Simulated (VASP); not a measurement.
A run of VASP 6.6.1 is set up as follows.

INCAR

```
ALGO     = Normal         # electronic algorithm
EDIFF    = 1E-7           # SCF threshold, eV
EDIFFG   = -0.08          # ionic threshold
ENCUT    = 600            # plane-wave cutoff, eV
GGA      = PE             # functional
GGA_COMPAT= F            
IBRION   = 2              # ionic algorithm
ISIF     = 3              # what is computed and relaxed
ISMEAR   = 0              # smearing method
LASPH    = T              # aspherical terms in the spheres
LCHARG   = F              # write CHGCAR
LMAXMIX  = 6              # l up to which the mixer works
LREAL    = F              # projectors in reciprocal space
LWAVE    = F              # write WAVECAR
NELM     = 200            # most SCF steps
NELMIN   = 4            
NSW      = 36             # ionic steps
PREC     = Accurate       # precision mode
SIGMA    = 0.2            # smearing width, eV
```

File KPOINTS:

```
k-points
0
Gamma
  5 5 2
```

The input POSCAR:

```
Tb4WO
1.0
    3.4990826000      0.0000000000      0.0000000000
   -1.7495413000      3.0302944200      0.0000000000
    0.0000000000      0.0000000000     13.2459412400
Tb W O
4 1 1
Direct
    0.3333333300      0.6666666700      0.8780300000
    0.3333333300      0.6666666700      0.3713200100
    0.6666666700      0.3333333300      0.6286799900
    0.6666666700      0.3333333300      0.1219700000
    0.0000000000      0.0000000000      0.0000000000
    0.0000000000      0.0000000000      0.5000000000
```

Potentials or basis: VASP PAW PBE potentials, release 64 (Tb_3, W_sv, O), 4f in core.

Launch:

```sh
$ cat potpaw_PBE.64/Tb_3/POTCAR potpaw_PBE.64/W_sv/POTCAR potpaw_PBE.64/O/POTCAR > POTCAR
$ mpirun -np 1 vasp_std > vasp.out
```

What does it give for the band gap on the k mesh?

Zero (bands 28 and 29 overlap by 0.09 eV).

Estimate the space group after relaxing (to 0.1 Å).

P-3m1 (No. 164).

Estimate the relaxed cell.

a = 3.470 Å, b = 3.470 Å, c = 13.403 Å, α = 90.00°, β = 90.00°, γ = 120.00°.

Stress tensor (GPa, compression positive):
```
0.48 0.00 0.00
0.00 0.48 0.00
0.00 0.00 0.36
```

Caveat: the k points lie up to 0.42 Å⁻¹ apart in the final cell; spin-orbit coupling is left out, which moves the levels of the heavy elements; the 4f electrons are frozen in the core, so they carry no moment and show no levels; the run has no spin polarisation, though such a crystal can be magnetic. With open d or f shells a metallic result of PBE can be an artefact of self-interaction; +U or a hybrid may open a gap.
